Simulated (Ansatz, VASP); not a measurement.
# One calculation of I, two programs

```xyz
1
Lattice="-1.8043 1.8043 1.8043 1.8043 -1.8043 1.8043 1.8043 1.8043 -1.8043" Properties=species:S:1:pos:R:3 pbc="T T T"
I     0.0000    0.0000    0.0000
```

Change from the starting cell: volume scaled by 0.65, LAPW.

Alike in both runs: task single point; functional PBE; k mesh 13 × 13 × 13; occupations fermi-dirac, width 0.1 eV; no spin polarisation.

```csv
,VASP,Ansatz
version,VASP 6.6.1,Ansatz 0.2.0
potentials or method,"VASP PAW PBE potentials, release 64 (I), cutoff 520 eV","all-electron LAPW, scalar-relativistic"
```

Ansatz gave:

* pressure (GPa): 30.1

What did VASP give for the same quantities?

Pressure (GPa): 29.9.

Both programs put the cell under a high pressure, so it lies far from rest at this level. Ansatz ran all-electron here, and VASP with PAW potentials.

Neither program's run includes spin-orbit coupling.
